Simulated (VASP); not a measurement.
Write the native input for VASP 6.6.1 that does the following.

| Quantity | Value |
| --- | --- |
| Task | single point |
| Functional | PBEsol |
| Dispersion | D3(BJ) |
| Potentials or basis | VASP PAW PBE potentials, release 64 (Al) |
| Cutoff | 520 eV |
| k mesh | 28 × 28 × 28 |
| Occupations | gaussian, width 0.15 eV |
| Spin | no spin polarisation |
| Dipole correction | no |
| Further INCAR settings | ALGO = Fast; EDIFF = 1e-07; NBANDS = 8 |

The structure of Al lies in POSCAR:

```
Al
1.0
    0.0000000000      2.2240208854      1.5723827659
    2.2240208854      0.0000000000      1.5723827659
    2.2240208854      2.2240208854      0.0000000000
Al
1
Direct
    0.0000000000      0.0000000000      0.0000000000
```

This cell differs from its parent crystal: ratio of the length along z to the lengths across it x 0.707, volume and fractional coordinates fixed.

The input as run:

INCAR

```
SYSTEM = Al
PREC     = Accurate       ! precision mode
ENCUT    = 520            ! plane-wave cutoff, eV
EDIFF    = 1E-7           ! SCF threshold, eV
ISMEAR   = 0              ! smearing method
SIGMA    = 0.15           ! smearing width, eV
LREAL    = .False.        ! projectors in reciprocal space
LASPH    = .True.         ! aspherical terms in the spheres
NELM     = 60             ! most SCF steps
ALGO     = Fast           ! electronic algorithm
ISIF     = 2              ! what is computed and relaxed
LWAVE    = .False.        ! write WAVECAR
LCHARG   = .False.        ! write CHGCAR
GGA      = PS             ! functional
IVDW     = 12             ! dispersion correction
NBANDS   = 8              ! bands
```

KPOINTS

```
Automatic mesh
0
Gamma
  28 28 28
  0 0 0
```

Potentials or basis: VASP PAW PBE potentials, release 64 (Al).

Command:

```sh
$ cat potpaw_PBE.64/Al/POTCAR > POTCAR
$ mpirun -np 1 vasp_std > vasp.out
```

Results of the run:

The pressure is 1.9 GPa and the dispersion energy per atom is -0.337 eV.

Caveat: the PAW data sets were made with another functional, which shifts forces and pressure a little; pairwise dispersion overbinds metals, which lowers pressure and volume.

Wall time 110 s on 1 thread of Intel Xeon 6975P-C (shared host), peak memory 0.29 GiB.
